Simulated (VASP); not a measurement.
Wanted: the native input for a VASP 6.6.1 run.

- Task: single point
- Functional: PBE0
- Potentials or basis: VASP PAW PBE potentials, release 64 (Hf_pv, N)
- Cutoff: 520 eV
- k mesh: 6 × 6 × 6
- Occupations: fermi-dirac, width 0.05 eV
- Spin: no spin polarisation
- Dipole correction: no
- Grid for exact exchange (PRECFOCK): Normal
- Further INCAR settings: ALGO = Normal; EDIFF = 1e-06; NBANDS = 14
- Share of exact exchange: 0.25

The system is HfN.

```
Hf N
1.0
     0.00000    2.45482    2.45482
     2.45482    0.00000    2.45482
     2.45482    2.45482    0.00000
Hf N
1 1
Cartesian
  0.0000 0.0000 0.0000
  1.2274 1.2274 1.2274
```

The input as run:

POSCAR

```
HfN
1.0
    0.0000000000      2.4548220000      2.4548220000
    2.4548220000      0.0000000000      2.4548220000
    2.4548220000      2.4548220000      0.0000000000
Hf N
1 1
Direct
    0.0000000000      0.0000000000      0.0000000000
    0.2500000000      0.2500000000      0.2500000000
```

INCAR.step1

```
SYSTEM = HfN
PREC = Accurate ; ENCUT = 520
EDIFF = 1E-5 ; ISMEAR = -1
SIGMA = 0.05 ; LREAL = .FALSE.
LASPH = .TRUE. ; NELM = 80
ALGO = Normal ; ISIF = 2
LWAVE = .TRUE. ; LCHARG = .FALSE.
GGA = PE ; NBANDS = 14
```

INCAR.step2

```
SYSTEM = HfN
PREC = Accurate ; ENCUT = 520
EDIFF = 1E-6 ; ISMEAR = -1
SIGMA = 0.05 ; LREAL = .FALSE.
LASPH = .TRUE. ; NELM = 80
ALGO = Normal ; ISIF = 2
LWAVE = .FALSE. ; LCHARG = .FALSE.
GGA = PE ; LHFCALC = .TRUE.
AEXX = 0.25 ; PRECFOCK = Normal
ISTART = 1 ; NBANDS = 14
```

KPOINTS

```
Automatic mesh
0
G
  6 6 6
  0 0 0
```

Potentials or basis: VASP PAW PBE potentials, release 64 (Hf_pv, N).

Launch:

```bash
$ cat potpaw_PBE.64/Hf_pv/POTCAR potpaw_PBE.64/N/POTCAR > POTCAR
$ cp INCAR.step1 INCAR
$ mpirun -np 1 vasp_std > vasp.out
$ cp INCAR.step2 INCAR
$ mpirun -np 1 vasp_std > vasp.out
```

Results of the run:

```json
{"Pressure": "-4.8 GPa", "Band gap on the k mesh": "zero (an odd number of electrons rules out a gap without spin polarisation)"}
```

Caveat: the k points lie up to 0.37 Å⁻¹ apart, too coarse for converged energies and pressures of a metal; the PAW data sets were made with another functional, which shifts forces and pressure a little; spin-orbit coupling is left out, which moves the levels of the heavy elements.

Wall time 34 min on 1 thread of Intel(R) Xeon(R) Platinum 8375C CPU @ 2.90GHz (Ice Lake), on a shared host, peak memory 0.18 GiB.
